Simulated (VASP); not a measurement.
Set up this calculation in VASP 6.6.1, as the native input.

```yaml
Task: single point
Functional: LDA
Potentials_or_basis: VASP PAW LDA potentials, release 64 (Mg_sv, O)
Cutoff: 750 eV
k_mesh: 10 × 10 × 10
Occupations: gaussian, width 0.05 eV
Spin: no spin polarisation
Dipole_correction: no
Mended: yes
Further_INCAR_settings: ALGO = Normal; EDIFF = 1e-06; NBANDS = 15
```

The structure of MgO lies in POSCAR:

```
MgO
1.0
    0.0000000000      2.1351500000      2.1351500000
    2.1351500000      0.0000000000      2.1351500000
    2.1351500000      2.1351500000      0.0000000000
Mg O
1 1
Direct
    0.0000000000      0.0000000000      0.0000000000
    0.5000000000      0.5000000000      0.5000000000
```

The input as run:

INCAR

```
  PREC = Accurate
  ENCUT = 750
  EDIFF = 1E-6
  ISMEAR = 0
  SIGMA = 0.05
  LREAL = F
  LASPH = T
  NELM = 120
  ALGO = Normal
  ISIF = 2
  LWAVE = F
  LCHARG = T
  GGA = CA
  LELF = T
  LVHAR = T
  NBANDS = 15
  GGA_COMPAT = F
```

KPOINTS

```
Automatic mesh
0
Gamma
  10 10 10
```

Potentials or basis: VASP PAW LDA potentials, release 64 (Mg_sv, O).

Launch:

```console
$ cat potpaw_LDA.64/Mg_sv/POTCAR potpaw_LDA.64/O/POTCAR > POTCAR
$ mpirun -np 1 vasp_std > vasp.out
```

It gave:

- Pressure: -11.7 GPa
- Band gap on the k mesh: 4.28 eV

Caveat: the cell stands under tension.

Run time: 18 s on 1 thread of Intel(R) Xeon(R) Platinum 8259CL CPU @ 2.50GHz (Skylake/Cascade Lake), with other jobs on the host, peak memory 0.15 GiB.
